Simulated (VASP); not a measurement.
Here is a VASP 6.6.1 calculation.

Contents of POSCAR:

```
KBr
1.0
    3.9758688753      0.0000000000      0.0000000000
    0.0000000000      3.9758688753      0.0000000000
    0.0000000000      0.0000000000      3.9758688753
K Br
1 1
Direct
    0.0000000000      0.0000000000      0.0000000000
    0.5000000000      0.5000000000      0.5000000000
```

Contents of INCAR.step1:

```
PREC = Accurate
ENCUT = 520
EDIFF = 1E-5
ISMEAR = 0
SIGMA = 0.01
LREAL = False
LASPH = True
NELM = 80
ALGO = Normal
ISIF = 2
LWAVE = True
LCHARG = False
GGA = PE
NBANDS = 15
```

File INCAR.step2:

```
PREC = Accurate
ENCUT = 520
EDIFF = 1E-7
ISMEAR = 0
SIGMA = 0.01
LREAL = False
LASPH = True
NELM = 80
ALGO = Normal
ISIF = 2
LWAVE = False
LCHARG = False
GGA = PE
LHFCALC = True
AEXX = 0.25
PRECFOCK = Normal
ISTART = 1
NBANDS = 15
```

Contents of KPOINTS:

```
regular mesh
0
Gamma
  4 4 4
```

Potentials or basis: VASP PAW PBE potentials, release 64 (K_sv, Br).

Run with:

```bash
$ cat potpaw_PBE.64/K_sv/POTCAR potpaw_PBE.64/Br/POTCAR > POTCAR
$ cp INCAR.step1 INCAR
$ mpirun -np 1 vasp_std > vasp.out
$ cp INCAR.step2 INCAR
$ mpirun -np 1 vasp_std > vasp.out
```

Task: Estimate the pressure.

Result: 0.4 GPa.

Task: Estimate the band gap on the k mesh.

Result: 5.91 eV (least direct gap 6.22 eV).

Caveat: the PAW data sets were made with another functional, which shifts forces and pressure a little. A k mesh can miss the band edges.
